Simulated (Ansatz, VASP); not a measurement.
ZrIn in VASP and in Ansatz

The input INCAR:

```
SYSTEM = ZrIn
  PREC = Accurate
  ENCUT = 520
  EDIFF = 1E-7
  ISMEAR = -1
  SIGMA = 0.05
  LREAL = .FALSE.
  LASPH = .TRUE.
  NELM = 60
  ALGO = Normal
  ISIF = 2
  LWAVE = .FALSE.
  LCHARG = .FALSE.
  NBANDS = 20
```

Contents of KPOINTS:

```
Automatic mesh
0
G
  12 12 9
  0 0 0
```

File POSCAR:

```
ZrIn
1.0
    3.1406491600      0.0000000000      0.0000000000
    0.0000000000      3.1406491600      0.0000000000
    0.0000000000      0.0000000000      4.4541007200
Zr In
1 1
Direct
    0.0000000000      0.0000000000      0.0000000000
    0.5000000000      0.5000000000      0.5000000000
```

Input for Ansatz:

```yaml
crystal:
  lattice:
    - [3.14064916, 0.0, 0.0]
    - [0.0, 3.14064916, 0.0]
    - [0.0, 0.0, 4.45410072]
  atoms:
    - { symbol: Zr, position: [0.0, 0.0, 0.0] }
    - { symbol: In, position: [0.5, 0.5, 0.5] }
kpoints:
  mp_grid: { grid: [12, 12, 9] }
scf:
  occupations: { method: fermi_dirac, width: 0.05 }
  lower_state_search: "off"
hamiltonian:
  xc: lda
  pseudopotentials: { kind: paw }
output:
  forces: true
  stress: true
  eigenvalues: true
  populations: true
  dos: { projected: true, de: 0.1, e_range: [-8, 5] }
```

Alike in both runs: task single point; functional LDA; k mesh 12 × 12 × 9; occupations fermi-dirac, width 0.05 eV; no spin polarisation.

|  | VASP | Ansatz |
| --- | --- | --- |
| version | VASP 6.6.1 | Ansatz 0.2.0 |
| potentials or method | VASP PAW LDA potentials, release 64 (Zr_sv, In_d) | PAW with Ansatz's default frozen-core files, scalar-relativistic |
| plane-wave cutoff (eV) | 520 | 420 |
| valence electrons in the cell | 25 | 25 |

|  | VASP | Ansatz | Ansatz less VASP |
| --- | --- | --- | --- |
| pressure (GPa) | -5.9 | -6.1 | -0.17 |
| traceless stress, the component that is largest in VASP (GPa) | -0.58 | -0.62 | -0.039 |

LDA's correlation is that of Perdew and Zunger in VASP and of Perdew and Wang (1992) in Ansatz.
